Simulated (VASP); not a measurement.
The system is Ni.

```
CELL_PARAMETERS angstrom
0.00000 1.75725 1.75725
1.75725 0.00000 1.75725
1.75725 1.75725 0.00000
ATOMIC_POSITIONS crystal
Ni 0.00000 0.00000 0.00000
```

Base run:

- Program: VASP 6.6.1
- Functional: PBE
- Potentials or basis: VASP PAW PBE potentials, release 64 (Ni)
- Cutoff: 520 eV
- k mesh: 15 × 15 × 15
- Occupations: gaussian, width 1 eV
- Spin: no spin polarisation

Its results: band gap on the k mesh zero (band 5 reaches 9.35 eV, above the bottom of band 6 at 8.39 eV); pressure 4.3 GPa.

**Question.** After a change of settings the same cell gave: band gap on the k mesh zero (band 5 reaches 9.35 eV, above the bottom of band 6 at 8.40 eV); pressure -0.7 GPa. Which change was it?
A. occupations from gaussian, width 1 eV to methfessel-paxton, width 1 eV
B. occupations from gaussian, width 1 eV to gaussian, width 0.6 eV
C. occupations from gaussian, width 1 eV to fermi-dirac, width 0.2 eV; further incar settings from ALGO = Normal; EDIFF = 1e-07; NBANDS = 11 to ALGO = Normal; EDIFF = 1e-06; NBANDS = 11

**Answer.** A.

Caveats: the run has no spin polarisation, though such a crystal can be magnetic.
